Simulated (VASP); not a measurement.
A run of VASP 6.6.1:

File INCAR:

```
PREC = Accurate
ENCUT = 520
EDIFF = 1E-6
ISMEAR = 0
SIGMA = 0.1
LREAL = F
LASPH = T
NELM = 100
ALGO = Fast
ISIF = 2
LWAVE = F
LCHARG = T
GGA = PE
LELF = T
LVHAR = T
NBANDS = 14
```

KPOINTS

```
regular mesh
0
Gamma
  14 14 14
```

File POSCAR:

```
TiAl
1.0
    3.3306099809      0.0000000000      0.0000000000
    0.0000000000      3.3306099809      0.0000000000
    0.0000000000      0.0000000000      3.3306099809
Ti Al
1 1
Direct
    0.0000000000      0.0000000000      0.0000000000
    0.5000000000      0.5000000000      0.5000000000
```

Potentials or basis: VASP PAW PBE potentials, release 64 (Ti_sv, Al).

Run with:

```bash
$ cat potpaw_PBE.64/Ti_sv/POTCAR potpaw_PBE.64/Al/POTCAR > POTCAR
$ mpirun -np 1 vasp_std > vasp.out
```

Hardware: 1 thread of Intel Xeon 6975P-C (shared host).

How long does it take, and how much memory?

Wall time 90 s on 1 thread of Intel Xeon 6975P-C, with other jobs on the host, peak memory 0.2 GiB. Counts: scf iterations 25, k points 120.
